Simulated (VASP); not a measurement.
# RbCl (Fm-3m) in VASP: notebook

RbCl is run at these levels: PBE, RPBE; tasks: single point.

Program: VASP 6.6.1. These are calculated values, not measurements. Logs are shortened: lines on timing, memory, paths and dates and some standing lists are left out, and cuts for length are marked.

**1. The cell of the first run**

The structure is cubic, space group Fm-3m (No. 225). The conventional cell has a = 6.570 Å, b = 6.570 Å, c = 6.570 Å, α = 90.00°, β = 90.00°, γ = 90.00°. Within 4.3 Å of Rb (site symmetry m-3m) lie 6 Cl at 3.28 Å. Within 4.3 Å of Cl (site symmetry m-3m) lie 6 Rb at 3.28 Å.

**2. Single point, PBE**

The input, INCAR:

```
SYSTEM = RbCl
  ALGO = Normal
  EDIFF = 1E-6
  ENCUT = 500
  GGA = PE
  GGA_COMPAT = .FALSE.
  ISIF = 2
  ISMEAR = 0
  LASPH = .TRUE.
  LCHARG = .TRUE.
  LELF = .TRUE.
  LREAL = .FALSE.
  LVHAR = .TRUE.
  LWAVE = .FALSE.
  NBANDS = 15
  NELM = 120
  PREC = Accurate
  SIGMA = 0.05
```

The input, KPOINTS:

```
k-points
0
G
  6 6 6
  0 0 0
```

The input, POSCAR:

```
RbCl
1.0
    0.0000000000      3.2848781803      3.2848781803
    3.2848781803      0.0000000000      3.2848781803
    3.2848781803      3.2848781803      0.0000000000
Rb Cl
1 1
Direct
    0.5000000000      0.5000000000      0.5000000000
    0.0000000000      0.0000000000      0.0000000000
```

Potentials or basis: VASP PAW PBE potentials, release 64 (Rb_sv, Cl).

Launch:

```console
cat potpaw_PBE.64/Rb_sv/POTCAR potpaw_PBE.64/Cl/POTCAR > POTCAR
mpirun -np 1 vasp_std > vasp.out
```

OUTCAR:

```text
SYSTEM = RbCl
   EDIFF = 1E-6
   ENCUT = 500
   GGA = PE
   ISIF = 2
   ISMEAR = 0
   LASPH = .TRUE.
   LREAL = .FALSE.
   NELM = 120
   PREC = Accurate

 ion  position               nearest neighbor table
   1  0.500  0.500  0.500-   2 3.28   2 3.28   2 3.28   2 3.28   2 3.28   2 3.28
   2  0.000  0.000  0.000-   1 3.28   1 3.28   1 3.28   1 3.28   1 3.28   1 3.28

  LATTYP: Found a face centered cubic cell.
 ALAT       =     6.5697563606

  Lattice vectors:

 A1 = (   0.0000000000,   3.2848781803,   3.2848781803)
 A2 = (   3.2848781803,   0.0000000000,   3.2848781803)
 A3 = (   3.2848781803,   3.2848781803,   0.0000000000)

Analysis of symmetry for initial positions (statically):
=====================================================================
 Subroutine PRICEL returns:
 Original cell was already a primitive cell.

 Routine SETGRP: Setting up the symmetry group for a
 face centered cubic supercell.

 Subroutine GETGRP returns: Found 48 space group operations
 (whereof 48 operations were pure point group operations)
 out of a pool of 48 trial point group operations.

The static configuration has the point symmetry O_h .

Analysis of symmetry for dynamics (positions and initial velocities):
=====================================================================
 Subroutine PRICEL returns:
 Original cell was already a primitive cell.

 Routine SETGRP: Setting up the symmetry group for a
 face centered cubic supercell.

 Subroutine GETGRP returns: Found 48 space group operations
 (whereof 48 operations were pure point group operations)
 out of a pool of 48 trial point group operations.

The dynamic configuration has the point symmetry O_h .

 Subroutine INISYM returns: Found 48 space group operations
 (whereof 48 operations are pure point group operations),
 and found     1 'primitive' translations

----------------------------------------------------------------------------------------

                                     Primitive cell

  volume of cell :      70.8905

  direct lattice vectors                    reciprocal lattice vectors
     0.000000000  3.284878180  3.284878180    -0.152212646  0.152212646  0.152212646
     3.284878180  0.000000000  3.284878180     0.152212646 -0.152212646  0.152212646
     3.284878180  3.284878180  0.000000000     0.152212646  0.152212646 -0.152212646

  length of vectors
[... 82 lines left out ...]
   TEBEG  =    0.0;   TEEND  =   0.0 temperature during run
   PSTRESS=    0.0 pullay stress
   NELECT =      16.0000    total number of electrons
   NUPDOWN=      -1.0000    fix difference up-down
   EMIN   =  10.00;   EMAX   =-10.00  energy-range for DOS
   EFERMI =   0.00;   METHOD = LEGACY
   ISMEAR =     0;   SIGMA  =   0.05  broadening in eV -4-tet -1-fermi 0-gaus
   EFERMI_NEDOS =   21; number of points for ismear=-14 and -15
   IALGO  =     38    algorithm
   IMIX   =      4    mixing-type and parameters
     AMIX     =   0.40;   BMIX     =  1.00
     AMIX_MAG =   1.60;   BMIX_MAG =  1.00
  volume/ion in A,a.u.               =      35.45       239.20
  Fermi-wavevector in a.u.,A,eV,Ry     =   0.996748  1.883581 13.517489  0.993507
  Thomas-Fermi vector in A             =   2.128858
   LORBIT       =      0    0 simple, 1 ext, 2 COOP (PROOUT), +10 PAW based schemes
   GGA     = PE    functional components
   LHFCALC =     F    Hartree Fock is set to
   AEXX    =    0.0000 exact exchange contribution
   IVDW    =     0    specifies the selected vdW correction
   LEPSILON=     F    determine dielectric tensor
   LRPA    =     F    only Hartree local field effects (RPA)
 non-spin polarized calculation
 Gauss-broadening in eV      SIGMA  =   0.05
  energy-cutoff  :      500.00
  volume of cell :       70.89
 maximum number of plane-waves:      1820
 NGX is ok and might be reduce to    36
   NGX = 17   NGY = 17   NGZ = 17

 number of electron      16.0000001 magnetization

 Free energy of the ion-electron system (eV)
  ---------------------------------------------------
  ext. energy  EPLUGINS =         0.00000000
  ---------------------------------------------------
  free energy    TOTEN  =        -6.66290695 eV

  energy without entropy =       -6.66290695  energy(sigma->0) =       -6.66290695

 E-fermi :  -1.5787     XC(G=0):  -7.3731

 val. band max:       -1.8582654474   @ k =   0.0000   0.0000   0.0000
 cond. band min:       3.1562838954   @ k =   0.0000   0.0000   0.0000
 fundamental gap:      5.0145493427
 Fermi energy:        -1.5786511832

 k-point     1 :       0.0000    0.0000    0.0000
  band No.  band energies     occupation
      1     -25.7682      2.00000
      2     -13.8612      2.00000
      3      -9.8171      2.00000
      4      -9.8171      2.00000
      5      -9.8171      2.00000
      6      -1.8583      2.00000
      7      -1.8583      2.00000
      8      -1.8583      2.00000
      9       3.1563      0.00000
     10       6.1392      0.00000
     11       6.1392      0.00000
     12       6.1392      0.00000
     13       7.1259      0.00000
     14       7.1259      0.00000
[... 257 lines left out ...]
      2     -13.8379      2.00000
      3     -10.0397      2.00000
      4      -9.9600      2.00000
      5      -9.8337      2.00000
      6      -2.2211      2.00000
      7      -2.1434      2.00000
      8      -2.0366      2.00000
      9       5.0497      0.00000
     10       6.7180      0.00000
     11       6.9777      0.00000
     12       8.0153      0.00000
     13       9.0145      0.00000
     14       9.9230      0.00000
     15      10.4463      0.00000

------------------------ aborting loop because EDIFF is reached ----------------------------------------

  FORCE on cell =-STRESS in cart. coord.  units (eV):
  Direction    XX          YY          ZZ          XY          YZ          ZX
  --------------------------------------------------------------------------------------
  -------------------------------------------------------------------------------------
  Total        0.4235786      0.4235786      0.4235786     -0.0000000      0.0000000      0.0000000
  in kB        9.5731916      9.5731916      9.5731916     -0.0000000      0.0000000      0.0000000
  external PRESSURE =       9.5731916 kB  Pullay stress =       0.0000000 kB

 VOLUME and BASIS-vectors are now :
 -----------------------------------------------------------------------------
  energy-cutoff  :      500.00
  volume of cell :       70.89
      direct lattice vectors                 reciprocal lattice vectors
     0.000000000  3.284878180  3.284878180    -0.152212646  0.152212646  0.152212646
     3.284878180  0.000000000  3.284878180     0.152212646 -0.152212646  0.152212646
     3.284878180  3.284878180  0.000000000     0.152212646  0.152212646 -0.152212646

 POSITION                                       TOTAL-FORCE (eV/Angst)
 -----------------------------------------------------------------------------------
      3.28488      3.28488      3.28488         0.000000     -0.000000      0.000000
      0.00000      0.00000      0.00000        -0.000000      0.000000     -0.000000
 -----------------------------------------------------------------------------------
    total drift:                                0.000000      0.000000      0.000000

  FREE ENERGIE OF THE ION-ELECTRON SYSTEM (eV)
  ---------------------------------------------------
  free  energy   TOTEN  =        -6.6629069484 eV

  energy  without entropy=       -6.6629069484  energy(sigma->0) =       -6.66290695
```

stdout:

```text
POSCAR found type information on POSCAR RbCl
 POSCAR found :  2 types and       2 ions
 scaLAPACK will be used
 LDA part: xc-table for (Slater+PW92), standard interpolation
 POSCAR, INCAR and KPOINTS ok, starting setup
 FFT: planning ... GRIDC
 FFT: planning ... GRID_SOFT
 FFT: planning ... GRID
 WAVECAR not read
 entering main loop
```

Run time: 17 s. Hardware: 1 thread of Intel Xeon Platinum 8488C (Sapphire Rapids), shared host; peak memory 0.2 GiB.

What came out:

```
Free energy            : -6.6629 eV
Pressure               : 1.0 GPa
Band gap on the k mesh : 5.01 eV
```

**3. Single point, PBE (35.67 Å³/atom)**

This run uses another cell than the first one, of 35.67 Å³/atom.

The input, INCAR:

```
SYSTEM = RbCl
PREC     = Accurate       ! precision mode
ENCUT    = 500            ! plane-wave cutoff, eV
EDIFF    = 1E-6           ! SCF threshold, eV
ISMEAR   = 0              ! smearing method
SIGMA    = 0.05           ! smearing width, eV
LREAL    = .False.        ! projectors in reciprocal space
LASPH    = .True.         ! aspherical terms in the spheres
NELM     = 120            ! most SCF steps
ALGO     = Normal         ! electronic algorithm
ISIF     = 2              ! what is computed and relaxed
LWAVE    = .False.        ! write WAVECAR
LCHARG   = .False.        ! write CHGCAR
GGA      = PE             ! functional
NBANDS   = 15             ! bands
GGA_COMPAT= .False.
```

The input, KPOINTS:

```
regular mesh
0
Gamma
  6 6 6
  0 0 0
```

The input, POSCAR:

```
RbCl
1.0
    0.0000000000      3.2918643800      3.2918643800
    3.2918643800      0.0000000000      3.2918643800
    3.2918643800      3.2918643800      0.0000000000
Rb Cl
1 1
Direct
    0.5000000000      0.5000000000      0.5000000000
    0.0000000000      0.0000000000      0.0000000000
```

Potentials or basis: VASP PAW PBE potentials, release 64 (Rb_sv, Cl).

Launch:

```console
cat potpaw_PBE.64/Rb_sv/POTCAR potpaw_PBE.64/Cl/POTCAR > POTCAR
mpirun -np 1 vasp_std > vasp.out
```

Run time: 16 s. Hardware: 1 thread of Intel Xeon Platinum 8488C (Sapphire Rapids), shared host; peak memory 0.2 GiB.

The run converged. Its results:

- Free energy: -6.6656 eV
- Pressure: 0.8 GPa
- Band gap on the k mesh: 4.99 eV

Levels at points of the mesh, in eV from the valence-band top:
| k point | band 6 | band 7 | band 8 | band 9 | band 10 | band 11 |
| --- | --- | --- | --- | --- | --- | --- |
| (0.00, 0.00, 0.00) | 0.00 | 0.00 | 0.00 | 4.99 | 7.99 | 7.99 |
| (0.50, 0.00, 0.00) | -0.86 | -0.34 | -0.34 | 7.75 | 7.97 | 10.15 |
| (0.50, 0.50, 0.00) | -0.32 | -0.10 | -0.10 | 6.21 | 8.06 | 9.71 |

**4. Single point, RPBE**

This run uses another cell than the first one, of 36.16 Å³/atom.

The input, INCAR:

```
PREC     = Accurate       # precision mode
ENCUT    = 500            # plane-wave cutoff, eV
EDIFF    = 1E-6           # SCF threshold, eV
ISMEAR   = 0              # smearing method
SIGMA    = 0.05           # smearing width, eV
LREAL    = False          # projectors in reciprocal space
LASPH    = True           # aspherical terms in the spheres
NELM     = 120            # most SCF steps
ALGO     = Normal         # electronic algorithm
ISIF     = 2              # what is computed and relaxed
LWAVE    = False          # write WAVECAR
LCHARG   = False          # write CHGCAR
GGA      = RP             # functional
NBANDS   = 15             # bands
GGA_COMPAT= False
```

The input, KPOINTS:

```
regular mesh
0
Gamma
  6 6 6
```

The input, POSCAR:

```
RbCl
1.0
    0.0000000000      3.3068991505      3.3068991505
    3.3068991505      0.0000000000      3.3068991505
    3.3068991505      3.3068991505      0.0000000000
Rb Cl
1 1
Direct
    0.5000000000      0.5000000000      0.5000000000
    0.0000000000      0.0000000000      0.0000000000
```

Launch:

```console
cat potpaw_PBE.64/Rb_sv/POTCAR potpaw_PBE.64/Cl/POTCAR > POTCAR
mpirun -np 1 vasp_std > vasp.out
```

It took 21 s on 1 thread of Intel Xeon Platinum 8488C (Sapphire Rapids), shared host; peak memory 0.2 GiB.

It converged, with:

```
Free energy            : -6.3247 eV
Pressure               : 2.0 GPa
Band gap on the k mesh : 5.29 eV
```

Levels at points of the mesh, in eV from the valence-band top:
```
           k point  band 4  band 5  band 6  band 7  band 8  band 9  band 10  band 11  band 12  band 13
(0.00, 0.00, 0.00)   -8.06   -8.06    0.00    0.00    0.00    5.29     8.17     8.17     8.17     9.08
(0.50, 0.00, 0.00)   -8.07   -8.04   -0.79   -0.31   -0.31    8.02     8.19    10.25    10.25    11.51
(0.50, 0.50, 0.00)   -8.15   -8.15   -0.30   -0.10   -0.10    6.48     8.25     9.99    10.12    10.44
```

Caveat: the PAW data sets were made with another functional, which shifts forces and pressure a little.

**5. Single point, PBE (37.56 Å³/atom)**

This run uses another cell than the first one, of 37.56 Å³/atom.

The input, INCAR:

```
SYSTEM = RbCl
ALGO     = Normal         ! electronic algorithm
EDIFF    = 1E-6           ! SCF threshold, eV
ENCUT    = 500            ! plane-wave cutoff, eV
GGA      = PE             ! functional
GGA_COMPAT= .False.      
ISIF     = 2              ! what is computed and relaxed
ISMEAR   = 0              ! smearing method
LASPH    = .True.         ! aspherical terms in the spheres
LCHARG   = .True.         ! write CHGCAR
LELF     = .True.         ! ELF
LREAL    = .False.        ! projectors in reciprocal space
LVHAR    = .True.       
LWAVE    = .False.        ! write WAVECAR
NBANDS   = 15             ! bands
NELM     = 120            ! most SCF steps
PREC     = Accurate       ! precision mode
SIGMA    = 0.05           ! smearing width, eV
```

The input, KPOINTS:

```
k-points
0
Gamma
  6 6 6
  0 0 0
```

The input, POSCAR:

```
RbCl
1.0
    0.0000000000      3.3490424622      3.3490424622
    3.3490424622      0.0000000000      3.3490424622
    3.3490424622      3.3490424622      0.0000000000
Rb Cl
1 1
Direct
    0.5000000000      0.5000000000      0.5000000000
    0.0000000000      0.0000000000      0.0000000000
```

Launch:

```console
cat potpaw_PBE.64/Rb_sv/POTCAR potpaw_PBE.64/Cl/POTCAR > POTCAR
mpirun -np 1 vasp_std > vasp.out
```

Wall time 18 s (1 thread of Intel Xeon Platinum 8488C (Sapphire Rapids), shared host); peak memory 0.2 GiB.

Results (log left out):

```yaml
Free_energy: -6.6758 eV
Pressure: 0.0 GPa
Band_gap_on_the_k_mesh: 4.83 eV
```

Levels at points of the mesh, in eV from the valence-band top:
| k point | band 5 | band 6 | band 7 | band 8 | band 9 | band 10 | band 11 | band 12 |
| --- | --- | --- | --- | --- | --- | --- | --- | --- |
| (0.00, 0.00, 0.00) | -8.10 | 0.00 | 0.00 | 0.00 | 4.83 | 7.95 | 7.95 | 7.95 |
| (0.50, 0.00, 0.00) | -8.09 | -0.79 | -0.30 | -0.30 | 7.57 | 7.78 | 9.96 | 9.96 |
| (0.50, 0.50, 0.00) | -8.18 | -0.32 | -0.10 | -0.10 | 6.24 | 7.83 | 9.42 | 9.95 |

**6. Overview**

| level | cell | gap on the mesh (eV) | pressure (GPa) |
| --- | --- | --- | --- |
| PBE | a = 4.646 Å, angles 60.0°, 2 atoms | 5.01 | 1.0 |
| PBE | a = 4.655 Å, angles 60.0°, 2 atoms | 4.99 | 0.8 |
| RPBE | a = 4.677 Å, angles 60.0°, 2 atoms | 5.29 | 2.0 |
| PBE | a = 4.736 Å, angles 60.0°, 2 atoms | 4.83 | 0.0 |

Alike in all rows: task single point; potentials or basis VASP PAW PBE potentials, release 64 (Rb_sv, Cl); no spin polarisation; k mesh 6 × 6 × 6; cutoff (eV) 500; smearing gaussian 0.05 eV.

Caveats: the PAW data sets were made with another functional, which shifts forces and pressure a little (at least some runs).

Absolute energies hang on the potentials; compare differences alone.
